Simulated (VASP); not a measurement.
ZnSe:

```
Zn Se
1.0
     0.00000    2.83242    2.83242
     2.83242    0.00000    2.83242
     2.83242    2.83242    0.00000
Zn Se
1 1
Direct
  0.00000 0.00000 0.00000
  0.25000 0.25000 0.25000
```

Base run:

| Item | Value |
| --- | --- |
| Program | VASP 6.6.1 |
| Functional | r2SCAN0 |
| Potentials or basis | VASP PAW PBE potentials, release 64 (Zn, Se) |
| Cutoff | 520 eV |
| k mesh | 6 × 6 × 6 |
| Occupations | gaussian, width 0.01 eV |
| Spin | no spin polarisation |

Its results: band gap on the k mesh 3.42 eV; pressure -0.2 GPa.

Task: The run is repeated on the same cell with these changes: functional from r2SCAN0 to HSE06. What comes out?

Result: Band gap on the k mesh 2.41 eV; pressure 1.2 GPa.

Caveats: the PAW data sets were made with another functional, which shifts forces and pressure a little.

